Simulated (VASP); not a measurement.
Here is a VASP 6.6.1 calculation.

INCAR

```
SYSTEM = Cd
PREC     = Accurate       ! precision mode
ENCUT    = 520            ! plane-wave cutoff, eV
EDIFF    = 1E-7           ! SCF threshold, eV
ISMEAR   = -1             ! smearing method
SIGMA    = 0.06122561905347299 ! smearing width, eV
LREAL    = .FALSE.        ! projectors in reciprocal space
LASPH    = .TRUE.         ! aspherical terms in the spheres
NELM     = 60             ! most SCF steps
ALGO     = Normal         ! electronic algorithm
ISIF     = 2              ! what is computed and relaxed
LWAVE    = .FALSE.        ! write WAVECAR
LCHARG   = .FALSE.        ! write CHGCAR
GGA      = PE             ! functional
NBANDS   = 12             ! bands
```

File KPOINTS:

```
Automatic mesh
0
G
  14 14 14
  0 0 0
```

File POSCAR:

```
Cd
1.0
    0.0000000000      2.2063168019      2.2063168019
    2.2063168019      0.0000000000      2.2063168019
    2.2063168019      2.2063168019      0.0000000000
Cd
1
Direct
    0.0000000000      0.0000000000      0.0000000000
```

Potentials or basis: VASP PAW PBE potentials, release 64 (Cd).

Run with:

```console
$ cat potpaw_PBE.64/Cd/POTCAR > POTCAR
$ mpirun -np 1 vasp_std > vasp.out
```

Question: Predict the pressure.

Answer: 3.4 GPa.

Question: What does it give for the band gap on the k mesh?

Answer: Zero (bands 6 and 7 overlap by 2.69 eV).

Caveat: the cell stands under pressure.
